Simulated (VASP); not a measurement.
SnTe:

```
CELL_PARAMETERS angstrom
0.00000 3.08653 3.08653
3.08653 0.00000 3.08653
3.08653 3.08653 0.00000
ATOMIC_POSITIONS crystal
Te 0.50000 0.50000 0.50000
Sn 0.00000 0.00000 0.00000
```

Base run:

```yaml
Program: VASP 6.6.1
Functional: RPBE
Potentials_or_basis: VASP PAW PBE potentials, release 64 (Te, Sn_d)
Cutoff: 520 eV
k_mesh: 7 × 7 × 7
Occupations: fermi-dirac, width 0.05 eV
Spin: no spin polarisation
```

Its results: pressure 7.2 GPa.

The run is repeated on the same cell with these changes: functional from RPBE to SVWN5. What comes out?

Pressure 1.5 GPa.

SVWN5 binds more tightly than RPBE, so the same cell stands under less pressure.

Caveats: the PAW data sets were made with another functional, which shifts forces and pressure a little.
